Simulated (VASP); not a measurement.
Set up this calculation in VASP 6.6.1, as the native input.

```yaml
Task: single point
Functional: PBE
Potentials_or_basis: VASP PAW PBE potentials, release 64 (Co)
Cutoff: 520 eV
k_mesh: 19 × 19 × 10
Occupations: fermi-dirac, width 0.05 eV
Spin: collinear spin, ferromagnetic start
Starting_moments: "[2.0, 2.0] μB"
Dipole_correction: no
Further_INCAR_settings: ALGO = Normal; EDIFF = 1e-06; NBANDS = 20
```

The structure of Co lies in POSCAR:

```
Co
1.0
    2.5105760544      0.0000000000      0.0000000000
   -1.2552880272      2.1742226413      0.0000000000
    0.0000000000      0.0000000000      4.0773176236
Co
2
Direct
    0.3333333333      0.6666666667      0.2500000000
    0.6666666667      0.3333333333      0.7500000000
```

This cell differs from its parent crystal: volume scaled by 0.99.

The input as run:

INCAR

```
SYSTEM = Co
  ALGO = Normal
  EDIFF = 1E-6
  ENCUT = 520
  GGA = PE
  ISIF = 2
  ISMEAR = -1
  ISPIN = 2
  LASPH = .True.
  LCHARG = .False.
  LMAXMIX = 4
  LORBIT = 11
  LREAL = .False.
  LWAVE = .False.
  MAGMOM = 2 2
  NBANDS = 20
  NELM = 150
  PREC = Accurate
  SIGMA = 0.05
```

KPOINTS

```
k-points
0
Gamma
  19 19 10
  0 0 0
```

Potentials or basis: VASP PAW PBE potentials, release 64 (Co).

Launch:

```bash
$ cat potpaw_PBE.64/Co/POTCAR > POTCAR
$ mpirun -np 1 vasp_std > vasp.out
```

It gave:

- Pressure: -5.5 GPa
- Net moment: 3.25 μB per cell
- Site moments: Co +1.65 μB
- Valence electrons inside the program's atomic spheres: Co 8.22

Wall time 81 s on 1 thread of Intel(R) Xeon(R) 6975P-C (Granite Rapids), on a shared host, peak memory 0.25 GiB.
